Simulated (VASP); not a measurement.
Wanted: the native input for a VASP 6.6.1 run.

```yaml
Task: single point
Functional: SCAN
Potentials_or_basis: VASP PAW PBE potentials, release 64 (Sr_sv, O)
Cutoff: 520 eV
k_mesh: 3 × 3 × 3
Occupations: gaussian, width 0.03 eV
Spin: no spin polarisation
Tolerance_level: screening
Purpose: stress
Further_INCAR_settings: PREC = Low; ALGO = Normal; EDIFF = 0.0001; NBANDS = 28
```

The structure of SrO lies in POSCAR:

```
SrO
1.0
    0.0000000000      2.5663000000      2.5406370000
    2.5663000000      0.0000000000      2.5406370000
    2.5663000000      2.5663000000      0.0000000000
Sr O
1 1
Direct
    0.5000000000      0.5000000000      0.5000000000
    0.0097416500      0.0097416500     -0.0097416500
```

This cell differs from its parent crystal: last atom moved by 0.05 Å along z, cell strained by -1.0% along z.

These files were run (other wordings do the same):

INCAR

```
METAGGA = SCAN ; ISMEAR = 0
SIGMA = 0.03 ; LWAVE = F
LCHARG = F ; ISIF = 2
PREC = Low ; LASPH = T
LREAL = F ; ALGO = Normal
EDIFF = 1E-4 ; NELM = 120
GGA_COMPAT = F ; ENCUT = 520
EFERMI = MIDGAP ; LMIXTAU = T
KPAR = 2 ; NBANDS = 28
```

KPOINTS

```
Automatic mesh
0
Gamma
  3 3 3
  0 0 0
```

Potentials or basis: VASP PAW PBE potentials, release 64 (Sr_sv, O).

Run with:

```bash
$ cat potpaw_PBE.64/Sr_sv/POTCAR potpaw_PBE.64/O/POTCAR > POTCAR
$ mpirun -np 2 vasp_std > vasp.out
```

Results of the run:

The pressure is 2.4 GPa, the largest force is 0.142 eV/Å and the band gap on the k mesh is 4.17 eV (least direct gap 4.33 eV).

Caveat: the k points lie up to 0.71 Å⁻¹ apart; the cell differs from its parent crystal (last atom moved by 0.05 Å along z, cell strained by -1.0% along z); the PAW data sets were made with another functional, which shifts forces and pressure a little; an odd mesh through Γ misses points on the zone boundary, where band edges can lie.

It took 11 s on 2 MPI ranks on Intel(R) Xeon(R) Platinum 8488C (Sapphire Rapids), on a shared host, peak memory 0.1 GiB a rank.
